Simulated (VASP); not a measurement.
Input of a VASP 6.6.1 run:

INCAR

```
PREC = Accurate ; ENCUT = 520
EDIFF = 1E-6 ; ISMEAR = 0
SIGMA = 0.01 ; LREAL = False
LASPH = True ; NELM = 100
ALGO = Normal ; ISIF = 2
LWAVE = False ; LCHARG = False
GGA = PE ; NBANDS = 26
```

The input KPOINTS:

```
regular mesh
0
Gamma
  9 9 2
```

POSCAR

```
SiC
1.0
    3.1547752875      0.0000000000      0.0000000000
   -1.5773876437      2.7321155422      0.0000000000
    0.0000000000      0.0000000000     10.3282748221
Si C
4 4
Direct
    0.6666666667      0.3333333333      0.9378481361
    0.3333333333      0.6666666667      0.4378481361
    0.0000000000      0.0000000000      0.6878946538
    0.0000000000      0.0000000000      0.1878946538
    0.6666666667      0.3333333333      0.7498045638
    0.3333333333      0.6666666667      0.2498045638
    0.0000000000      0.0000000000      0.5004516463
    0.0000000000      0.0000000000      0.0004516463
```

Potentials or basis: VASP PAW PBE potentials, release 64 (Si, C).

The run is started by

```console
$ cat potpaw_PBE.64/Si/POTCAR potpaw_PBE.64/C/POTCAR > POTCAR
$ mpirun -np 1 vasp_std > vasp.out
```

Problem. Predict the pressure.

Solution. -11.1 GPa.

Problem. What does it give for the band gap on the k mesh?

Solution. 2.30 eV (least direct gap 3.36 eV).

Problem. What does it give for the largest force?

Solution. 0.018 eV/Å.

Forces in eV/Å, atoms in the order of the input:
```
Si   0.000  0.000  0.018
Si   0.000  0.000  0.018
Si   0.000  0.000 -0.008
Si   0.000  0.000 -0.008
C    0.000  0.000 -0.010
C    0.000  0.000 -0.010
C    0.000  0.000 -0.001
C    0.000  0.000 -0.001
```

Caveat: the cell stands under tension. A k mesh can miss the band edges.
